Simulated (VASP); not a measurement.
# Mg15F32 (a cell with a defect) in VASP: further runs

The runs below take Mg15F32 (a cell with a defect) through single point, with PBE.

Program: VASP 6.6.1. These are calculated values, not measurements. Logs are shortened: lines on timing, memory, paths and dates and some standing lists are left out, and cuts for length are marked.

### Step 1. The cell of the first run

The cell holds a defect, 47 atoms: a = 9.077 Å, b = 9.077 Å, c = 9.077 Å, α = 94.08°, β = 117.67°, γ = 117.67°.

### Step 2. Single point, PBE, collinear spin

INCAR reads:

```
PREC = Accurate
ENCUT = 520
EDIFF = 1E-6
ISMEAR = 0
SIGMA = 0.01
LREAL = Auto
LASPH = True
NELM = 200
ALGO = Normal
ISIF = 2
LWAVE = False
LCHARG = False
ISPIN = 2
MAGMOM = 0 0 0 0 0 0 0 0 0 0 0 0 0 0 0 0.167 0 0 0.167 0 0 0 0 0.167 0 0 0 0 0 0 0 0.167 0.167 0 0 0 0 0 0 0.167 0 0 0 0 0 0 0
LORBIT = 11
GGA = PE
NELECT = 253.0
NBANDS = 160
GGA_COMPAT = False
KPAR = 2
NCORE = 2
```

KPOINTS reads:

```
Automatic mesh
0
Gamma
  2 2 2
  0.5 0.5 0.5
```

POSCAR reads:

```
Mg15F32
1.0
   -4.6975810614     -4.6975810614      6.1859837852
   -4.6975810614      4.6975810614     -6.1859837852
    4.6975810614     -4.6975810614     -6.1859837852
Mg F
15 32
Direct
    0.0000000000      0.1263264801      0.6263264801
    0.0000000000      0.8750000000      0.3750000000
    0.0000000000      0.6236735199      0.1236735199
    0.5000000000      0.3750000000      0.3750000000
    0.5000000000      0.1250000000      0.1250000000
    0.5000000000      0.8750000000      0.8750000000
    0.5000000000      0.6250000000      0.6250000000
    0.0000000000      0.4985541810      0.5005377765
    0.0000000000      0.2514458190      0.2494622235
    1.0000000000      1.0005377765     -0.0014458190
    1.0000000000      0.7494622235      0.7514458190
    0.5091992047      0.5069180702      0.0069180702
    0.4908007953      0.2430819298      0.7430819298
    0.4908007953      0.9977188655      0.4977188655
    0.5091992047      0.7522811345      0.2522811345
    0.7851580823      0.1279043001      0.6279043001
    0.8056650039      0.9022299501      0.4022299501
    0.8056650039      0.6534350539      0.1534350539
    0.7851580823      0.4072537822      0.9072537822
    0.3037033749      0.1525964476      0.1504134976
    0.3037033749      0.9011069273      0.9032898773
    0.3037033749      0.6504134976      0.6525964476
    0.3037033749      0.4032898773      0.4011069273
    0.0000000000      0.2220953307      0.0279046693
    0.0000000000      0.9718804341      0.7761963949
    0.0000000000      0.7227940992      0.5272059008
    0.0000000000      0.4738036051      0.2781195659
    0.4938857702      0.2207794307      0.5231063395
    0.5000000000      0.9734155665      0.2765844335
    0.5061142298      0.7268936605      0.0292205693
    0.5000000000      0.4734155665      0.7765844335
    0.2148419177      0.6220956999      0.1220956999
    0.2148419177      0.3427462178      0.8427462178
    0.1943349961      0.0965649461      0.5965649461
    0.1943349961      0.8477700499      0.3477700499
    0.6962966251      0.5974035524      0.5995865024
    0.6962966251      0.3467101227      0.3488930727
    0.6962966251      0.0995865024      0.0974035524
    0.6962966251      0.8488930727      0.8467101227
    0.0000000000      0.5279046693      0.7220953307
    0.0000000000      0.2761963949      0.4718804341
    0.0000000000      0.0272059008      0.2227940992
    0.0000000000      0.7781195659      0.9738036051
    0.5061142298      0.5292205693      0.2268936605
    0.5000000000      0.2765844335      0.9734155665
    0.4938857702      0.0231063395      0.7207794307
    0.5000000000      0.7765844335      0.4734155665
```

Potentials or basis: VASP PAW PBE potentials, release 64 (Mg, F).

Started as:

```console
cat potpaw_PBE.64/Mg/POTCAR potpaw_PBE.64/F/POTCAR > POTCAR
mpirun -np 4 vasp_std > vasp.out
```

OUTCAR:

```text
PREC = Accurate
   ENCUT = 520
   EDIFF = 1E-6
   ISMEAR = 0
   LREAL = Auto
   LASPH = True
   NELM = 200
   ISIF = 2
   ISPIN = 2
   LORBIT = 11
   GGA = PE
   NELECT = 253.0

 ion  position               nearest neighbor table
   1  0.000  0.126  0.626-  16 1.96  33 1.96  25 2.02  41 2.02  17 2.03  34 2.03   2 3.11  15 3.63
                            13 3.63   8 3.64  10 3.64
   2  0.000  0.875  0.375-  18 2.01  34 2.01  17 2.01  35 2.01  26 2.02  42 2.02   1 3.11   3 3.11
                            14 3.60  15 3.60  12 3.60  13 3.60
   3  0.000  0.624  0.124-  19 1.96  32 1.96  27 2.02  43 2.02  35 2.03  18 2.03   2 3.11  14 3.63
                            12 3.63   9 3.64  11 3.64
   4  0.500  0.375  0.375-  28 2.01  44 2.01  37 2.03  23 2.03  20 2.03  36 2.03   5 3.09   7 3.09
                            14 3.65  15 3.65  12 3.65  13 3.65
   5  0.500  0.125  0.125-  29 2.01  45 2.01  38 2.02  20 2.02  21 2.02  37 2.02   4 3.09   6 3.09
[... 39 lines left out ...]
  34  0.194  0.097  0.597-  13 1.97   2 2.01   1 2.03
  35  0.194  0.848  0.348-  14 1.97   2 2.01   3 2.03
  36  0.696  0.597  0.600-  11 2.02   7 2.02   4 2.03
  37  0.696  0.347  0.349-   8 2.02   5 2.02   4 2.03
  38  0.696  0.100  0.097-   9 2.02   5 2.02   6 2.03
  39  0.696  0.849  0.847-  10 2.02   7 2.02   6 2.03
  40  0.000  0.528  0.722-   8 2.01  11 2.01
  41  0.000  0.276  0.472-   9 2.02   8 2.02   1 2.02
  42  0.000  0.027  0.223-   2 2.02   9 2.03  10 2.03
  43  0.000  0.778  0.974-  10 2.02  11 2.02   3 2.02
  44  0.506  0.529  0.227-  12 2.01  15 2.01   4 2.01
  45  0.500  0.277  0.973-   5 2.01  12 2.05  13 2.05
  46  0.494  0.023  0.721-  13 2.01  14 2.01   6 2.01
  47  0.500  0.777  0.473-   7 2.01  14 2.05  15 2.05

  LATTYP: Found a body centered tetragonal cell.
 ALAT       =     9.3951621228
 C/A-ratio  =     1.3168445003

  Lattice vectors:

 A1 = (   4.6975810614,  -4.6975810614,   6.1859837852)
 A2 = (  -4.6975810614,   4.6975810614,   6.1859837852)
 A3 = (  -4.6975810614,  -4.6975810614,  -6.1859837852)

Analysis of symmetry for initial positions (statically):
=====================================================================
 Subroutine PRICEL returns:
 Original cell was already a primitive cell.

 Routine SETGRP: Setting up the symmetry group for a
 body centered tetragonal supercell.

 Subroutine GETGRP returns: Found  8 space group operations
 (whereof  2 operations were pure point group operations)
 out of a pool of 16 trial point group operations.

The static configuration has the point symmetry C_1h.
 The point group associated with its full space group is D_2h.

Analysis of symmetry for dynamics (positions and initial velocities):
=====================================================================
 Subroutine PRICEL returns:
 Original cell was already a primitive cell.

 Routine SETGRP: Setting up the symmetry group for a
 body centered tetragonal supercell.

 Subroutine GETGRP returns: Found  8 space group operations
 (whereof  2 operations were pure point group operations)
 out of a pool of 16 trial point group operations.

The dynamic configuration has the point symmetry C_1h.
 The point group associated with its full space group is D_2h.

Analysis of structural, dynamic, and magnetic symmetry:
=====================================================================
 Subroutine PRICEL returns:
 Original cell was already a primitive cell.

 Routine SETGRP: Setting up the symmetry group for a
 body centered tetragonal supercell.

 Subroutine GETGRP returns: Found  8 space group operations
 (whereof  2 operations were pure point group operations)
 out of a pool of 16 trial point group operations.

The overall configuration has the point symmetry C_1h.
 The point group associated with its full space group is D_2h.

 Subroutine INISYM returns: Found  8 space group operations
[... 144 lines left out ...]
  0.250000  0.250000  0.250000      2.000000
 -0.250000  0.250000  0.250000      2.000000
  0.250000 -0.250000  0.250000      4.000000
   k-points           NKPTS =      3   k-points in BZ     NKDIM =      3   number of bands    NBANDS=    160
   number of dos      NEDOS =    301   number of ions     NIONS =     47
   total plane-waves  NPLWV = 343000
   dimension x,y,z NGX =    70 NGY =   70 NGZ =   70
   dimension x,y,z NGXF=   140 NGYF=  140 NGZF=  140
   ions per type =              15  32
   NGX,Y,Z   is equivalent  to a cutoff of  12.82, 12.82, 12.82 a.u.
   NGXF,Y,Z  is equivalent  to a cutoff of  25.64, 25.64, 25.64 a.u.
 SYSTEM =  unknown system
   PREC   = accura    normal or accurate (medium, high low for compatibility)
   ISTART =      0    job   : 0-new  1-cont  2-samecut
   ICHARG =      2    charge: 1-file 2-atom 10-const
   ISPIN  =      2    spin polarized calculation?
   LNONCOLLINEAR =      F non collinear calculations
   LSORBIT =      F    spin-orbit coupling
   LASPH  =      T    aspherical Exc in radial PAW
   ENCUT  =  520.0 eV  38.22 Ry    6.18 a.u.  16.88 16.88 16.88*2*pi/ulx,y,z
   NELM   =    200;   NELMIN=  2; NELMDL= -5     # of ELM steps
   EDIFF  = 0.1E-05   stopping-criterion for ELM
   LREAL  =      T    real-space projection
   EDIFFG = 0.1E-04   stopping-criterion for IOM
   NSW    =      0    number of steps for IOM
   IBRION =     -1    ionic relax: 0-MD 1-quasi-New 2-CG
   NFREE  =      0    steps in history (QN), initial steepest desc. (CG)
   ISIF   =      2    stress and relaxation
   ISYM   =      2    0-nonsym 1-usesym 2-fastsym
   POTIM  = 0.5000    time-step for ionic-motion
   TEBEG  =    0.0;   TEEND  =   0.0 temperature during run
   PSTRESS=    0.0 pullay stress
   NELECT =     253.0000    total number of electrons
   NUPDOWN=      -1.0000    fix difference up-down
   EMIN   =  10.00;   EMAX   =-10.00  energy-range for DOS
   EFERMI =   0.00;   METHOD = LEGACY
   ISMEAR =     0;   SIGMA  =   0.01  broadening in eV -4-tet -1-fermi 0-gaus
   EFERMI_NEDOS =   21; number of points for ismear=-14 and -15
   IALGO  =     38    algorithm
   IMIX   =      4    mixing-type and parameters
     AMIX     =   0.40;   BMIX     =  1.00
     AMIX_MAG =   1.60;   BMIX_MAG =  1.00
  volume/ion in A,a.u.               =      11.62        78.40
  Fermi-wavevector in a.u.,A,eV,Ry     =   1.266803  2.393911 21.834506  1.604791
  Thomas-Fermi vector in A             =   2.399985
   LORBIT       =     11    0 simple, 1 ext, 2 COOP (PROOUT), +10 PAW based schemes
   GGA     = PE    functional components
   LHFCALC =     F    Hartree Fock is set to
   AEXX    =    0.0000 exact exchange contribution
   IVDW    =     0    specifies the selected vdW correction
   LEPSILON=     F    determine dielectric tensor
   LRPA    =     F    only Hartree local field effects (RPA)
 spin polarized calculation
 Gauss-broadening in eV      SIGMA  =   0.01
  energy-cutoff  :      520.00
  volume of cell :      546.03
 maximum number of plane-waves:     14719
 NGX is ok and might be reduce to    70
   NGX = 33   NGY = 33   NGZ = 33

 number of electron     253.0000057 magnetization       3.0005683

 Free energy of the ion-electron system (eV)
  ---------------------------------------------------
  ext. energy  EPLUGINS =         0.00000000
  ---------------------------------------------------
  free energy    TOTEN  =      -236.05896052 eV

  energy without entropy =     -236.05874090  energy(sigma->0) =     -236.05885071

 E-fermi :  -2.0244     XC(G=0):  -9.3587

 val. band max:       -2.0386362398   @ k =   0.2500   0.2500   0.2500
 cond. band min:      -2.0098663970   @ k =   0.2500   0.2500   0.2500
 fundamental gap:      0.0287698427
 Fermi energy:        -2.0243680795

 spin component 1

 k-point     1 :       0.2500    0.2500    0.2500
  band No.  band energies     occupation
      1     -22.5220      1.00000
      2     -22.4836      1.00000
      3     -22.3726      1.00000
      4     -22.2703      1.00000
      5     -22.1672      1.00000
      6     -22.1472      1.00000
[... 412 lines left out ...]
    137       9.1351      0.00000
    138       9.3712      0.00000
 Fermi energy:        -2.0243680795

 spin component 2

 k-point     1 :       0.2500    0.2500    0.2500
  band No.  band energies     occupation
      1     -22.3584      1.00000
      2     -22.2986      1.00000
      3     -22.2706      1.00000
      4     -22.1622      1.00000
      5     -22.0801      1.00000
      6     -22.0306      1.00000
[... 412 lines left out ...]
    137       9.1898      0.00000
    138       9.4169      0.00000
 [bands above 138 left out]

------------------------ aborting loop because EDIFF is reached ----------------------------------------

  FORCE on cell =-STRESS in cart. coord.  units (eV):
  Direction    XX          YY          ZZ          XY          YZ          ZX
  --------------------------------------------------------------------------------------
  -------------------------------------------------------------------------------------
  Total       -5.1620587     -5.1620587     -5.4173522      1.7388208      0.0000000      0.0000000
  in kB      -15.1466358    -15.1466358    -15.8957241      5.1020894      0.0000000      0.0000000
  external PRESSURE =     -15.3963319 kB  Pullay stress =       0.0000000 kB

 VOLUME and BASIS-vectors are now :
 -----------------------------------------------------------------------------
  energy-cutoff  :      520.00
  volume of cell :      546.03
      direct lattice vectors                 reciprocal lattice vectors
    -4.697581061 -4.697581061  6.185983785    -0.106437759 -0.106437759  0.000000000
    -4.697581061  4.697581061 -6.185983785    -0.106437759  0.000000000 -0.080827887
     4.697581061 -4.697581061 -6.185983785     0.000000000 -0.106437759 -0.080827887

 POSITION                                       TOTAL-FORCE (eV/Angst)
 -----------------------------------------------------------------------------------
      2.34879     -2.34879     -4.65590        -0.000000     -0.000000     -0.015422
     -2.34879      2.34879     -7.73248        -0.000000     -0.000000      0.000000
     -2.34879      2.34879     -4.62308        -0.000000     -0.000000      0.015422
     -2.34879     -2.34879     -1.54650        -0.000000     -0.000000      0.000000
     -2.34879     -2.34879      1.54650        -0.000000     -0.000000      0.000000
     -2.34879     -2.34879     -7.73248        -0.000000     -0.000000      0.000000
[... 39 lines left out ...]
      0.95731     -5.59744     -1.54650         0.006468     -0.015106      0.000000
     -3.77295     -0.92463     -4.63949        -0.014879      0.014879      0.000000
 -----------------------------------------------------------------------------------
    total drift:                                0.000000     -0.000000      0.000000

  FREE ENERGIE OF THE ION-ELECTRON SYSTEM (eV)
  ---------------------------------------------------
  free  energy   TOTEN  =      -236.0589605219 eV

  energy  without entropy=     -236.0587409050  energy(sigma->0) =     -236.05885071

 total charge

# of ion       s       p       d       tot
------------------------------------------
    1        0.118   0.148   0.072   0.338
    2        0.118   0.146   0.070   0.335
    3        0.118   0.148   0.072   0.338
    4        0.117   0.143   0.068   0.328
    5        0.117   0.145   0.069   0.331
    6        0.117   0.143   0.068   0.328
[... 39 lines left out ...]
   46        1.731   4.413   0.000   6.144
   47        1.734   4.377   0.000   6.111
--------------------------------------------------
tot         57.246 142.426   1.054 200.725

 magnetization (x)

# of ion       s       p       d       tot
------------------------------------------
    1       -0.001  -0.001  -0.000  -0.002
    2       -0.000  -0.000  -0.000  -0.000
    3       -0.001  -0.001  -0.000  -0.002
    4       -0.000  -0.000  -0.000  -0.001
    5       -0.000  -0.000  -0.000  -0.001
    6       -0.000  -0.000  -0.000  -0.001
[... 39 lines left out ...]
   46        0.000   0.021   0.000   0.021
   47        0.001   0.102   0.000   0.102
--------------------------------------------------
tot          0.008   2.678  -0.004   2.682
```

Wall time 6.9 min (4 MPI ranks of Intel Xeon Platinum 8559C (Emerald Rapids), shared host); peak memory 0.65 GiB.

What came out:

- Free energy: -236.0590 eV
- Largest force: 0.036 eV/Å
- Net moment: 3.00 μB per cell
- Site moments: Mg -0.00; F +0.27, +0.02, +0.04, +0.28, +0.03, +0.10 μB
- Valence electrons inside the program's atomic spheres: Mg 0.34, 0.33; F 6.04, 6.15, 6.13, 6.02, 6.14, 6.11

Forces in eV/Å, atoms in the order of the input:
```
Mg   0.000  0.000 -0.015
Mg   0.000  0.000  0.000
Mg   0.000  0.000  0.015
Mg   0.000  0.000  0.000
Mg   0.000  0.000  0.000
Mg   0.000  0.000  0.000
Mg   0.000  0.000  0.000
Mg  -0.001  0.001 -0.008
Mg   0.001 -0.001  0.008
Mg   0.001 -0.001 -0.008
Mg  -0.001  0.001  0.008
Mg   0.018  0.018  0.026
Mg  -0.018 -0.018 -0.026
Mg  -0.018 -0.018  0.026
Mg   0.018  0.018 -0.026
F    0.007  0.007  0.022
F   -0.015 -0.015 -0.001
F   -0.015 -0.015  0.001
F    0.007  0.007 -0.022
F    0.003  0.001 -0.013
F    0.001  0.003  0.013
F    0.001  0.003 -0.013
F    0.003  0.001  0.013
F    0.020 -0.020  0.000
F   -0.005  0.005 -0.009
F    0.007 -0.007  0.000
F   -0.005  0.005  0.009
F   -0.015  0.006  0.000
F    0.015 -0.015  0.000
F   -0.006  0.015  0.000
F    0.015 -0.015  0.000
F   -0.007 -0.007 -0.022
F   -0.007 -0.007  0.022
F    0.015  0.015 -0.001
F    0.015  0.015  0.001
F   -0.003 -0.001  0.013
F   -0.003 -0.001 -0.013
F   -0.001 -0.003  0.013
F   -0.001 -0.003 -0.013
F   -0.020  0.020  0.000
F    0.005 -0.005 -0.009
F   -0.007  0.007  0.000
F    0.005 -0.005  0.009
F    0.015 -0.006  0.000
F   -0.015  0.015  0.000
F    0.006 -0.015  0.000
F   -0.015  0.015  0.000
```

Caveat: the k points lie up to 0.47 Å⁻¹ apart; the cell carries a net charge on a neutralising background, which shifts energy and pressure; the cell is charged against a uniform background, so pressure and absolute levels hang on convention.

(Part 1 of 2 ends here.)
